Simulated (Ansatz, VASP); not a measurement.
## Mo in VASP and in Ansatz

```
Mo
1.0
    -1.35088    1.81758    1.49859
     1.35088   -1.81758    1.49859
     1.35088    1.81758   -1.49859
Mo
1
Direct
  0.00000 0.00000 0.00000
```

Change from the starting cell: strain +e along x and -e along y -0.1500, strain +e along z and -e/2 along x and y -0.0367.

Alike in both runs: task single point; functional LDA; k mesh 20 × 20 × 20; occupations gaussian, width 0.15 eV; no spin polarisation.

```csv
,VASP,Ansatz
version,VASP 6.6.1,Ansatz 0.2.0
potentials or method,"VASP PAW LDA potentials, release 64 (Mo_sv), cutoff 520 eV","scalar-relativistic, plane waves, PAW"
valence electrons in the cell,14,14
```

```tsv
	VASP	Ansatz	Ansatz less VASP
gap on the k mesh at the Fermi level (eV)	none	none	-
pressure (GPa)	12.8	11.5	-1.26
traceless stress, the component that is largest in VASP (GPa)	12.56	12.46	-0.108
```

Ansatz warns that its potentials were made for another functional, while VASP's fit it. LDA's correlation is that of Perdew and Zunger in VASP and of Perdew and Wang (1992) in Ansatz. A gap of «none» marks a metal or a gap that the smearing closes.
